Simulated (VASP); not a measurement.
Input of a VASP 6.6.1 run:

Contents of INCAR:

```
SYSTEM = CoO
ALGO = Normal
EDIFF = 1E-7
ENCUT = 520
GGA = PE
ISIF = 2
ISMEAR = 0
ISPIN = 2
LASPH = .TRUE.
LCHARG = .TRUE.
LELF = .TRUE.
LMAXMIX = 4
LORBIT = 11
LREAL = .FALSE.
LVHAR = .TRUE.
LWAVE = .FALSE.
MAGMOM = 2.74 2.74 0.5 0.5
NBANDS = 27
NELM = 150
PREC = Accurate
SIGMA = 0.05
```

File KPOINTS:

```
k-points
0
G
  1 1 17
  0 0 0
```

The input POSCAR:

```
CoO
1.0
   11.0000000000      0.0000000000      0.0000000000
    0.0000000000      9.3000000000      0.0000000000
    0.0000000000      0.0000000000      3.8234818093
Co O
2 2
Direct
    0.4087578205      0.5000000000      0.0000000000
    0.5912421795      0.5000000000      0.5000000000
    0.4087578205      0.5000000000      0.5000000000
    0.5912421795      0.5000000000      0.0000000000
```

Potentials or basis: VASP PAW PBE potentials, release 64 (Co, O).

Command:

```bash
$ cat potpaw_PBE.64/Co/POTCAR potpaw_PBE.64/O/POTCAR > POTCAR
$ mpirun -np 1 vasp_std > vasp.out
```

Problem. Estimate the site moments.

Solution. Co +2.48; O +0.37 μB.

Problem. What does it give for the largest force?

Solution. 1.440 eV/Å.

Problem. Predict the net moment.

Solution. 6.00 μB per cell.

Forces on the atoms (eV/Å):
```
Co   1.440  0.000  0.000
Co  -1.440  0.000  0.000
O   -0.467  0.000  0.000
O    0.467  0.000  0.000
```
